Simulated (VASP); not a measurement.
Set up this calculation in VASP 6.6.1, as the native input.

| Property | Result |
| --- | --- |
| Task | relaxation of cell and atoms |
| Functional | PBE |
| Potentials or basis | VASP PAW PBE potentials, release 64 (In_d, Ag, S) |
| Cutoff | 600 eV |
| k mesh | 12 × 12 × 10 |
| Occupations | gaussian, width 0.1 eV |
| Spin | no spin polarisation |
| Dipole correction | no |
| Further INCAR settings | ALGO = Normal; EDIFF = 1e-06; IBRION = 2; EDIFFG = -0.01; NSW = 100; ISIF = 3 |

The structure of InAgS lies in POSCAR:

```
InAgS
1.0
    4.2569527400      0.0000000000      0.0000000000
   -2.1284763700      3.6866292100      0.0000000000
    0.0000000000      0.0000000000      4.6046013700
In Ag S
1 1 1
Direct
    0.0000000000      0.0000000000      0.0000000000
    0.6666666700      0.3333333300      0.5000000000
    0.3333333300      0.6666666700      0.5000000000
```

These files were run (other wordings do the same):

INCAR

```
ALGO     = Normal         # electronic algorithm
EDIFF    = 1E-6           # SCF threshold, eV
EDIFFG   = -0.01          # ionic threshold
ENCUT    = 600            # plane-wave cutoff, eV
GGA      = PE             # functional
IBRION   = 2              # ionic algorithm
ISIF     = 3              # what is computed and relaxed
ISMEAR   = 0              # smearing method
LASPH    = True           # aspherical terms in the spheres
LCHARG   = False          # write CHGCAR
LREAL    = False          # projectors in reciprocal space
LWAVE    = False          # write WAVECAR
NELM     = 100            # most SCF steps
NSW      = 100            # ionic steps
PREC     = Accurate       # precision mode
SIGMA    = 0.1            # smearing width, eV
```

KPOINTS

```
k-points
0
Gamma
  12 12 10
```

Potentials or basis: VASP PAW PBE potentials, release 64 (In_d, Ag, S).

Run with:

```bash
$ cat potpaw_PBE.64/In_d/POTCAR potpaw_PBE.64/Ag/POTCAR potpaw_PBE.64/S/POTCAR > POTCAR
$ mpirun -np 1 vasp_std > vasp.out
```

It gave:

```yaml
Relaxed_volume: 24.02 Å³/atom
Relaxed_cell: a = 4.369 Å, b = 4.369 Å, c = 4.358 Å, α = 90.00°, β = 90.00°, γ = 120.00°
Space_group_after_relaxing_to_0.05_Å: P-6m2 (No. 187)
Energy_gained_by_relaxing: 13.0 meV/atom
Ionic_steps: 7
Pressure_after_relaxing: 0.0 GPa
Band_gap_on_the_k_mesh: zero (band 15 reaches 5.53 eV, above the bottom of band 16 at 5.02 eV)
```

Caveat: spin-orbit coupling is left out, which moves the levels of the heavy elements.

Run time: 8.1 min on 1 thread of Intel(R) Xeon(R) 6975P-C (Granite Rapids) (shared host), peak memory 0.39 GiB.
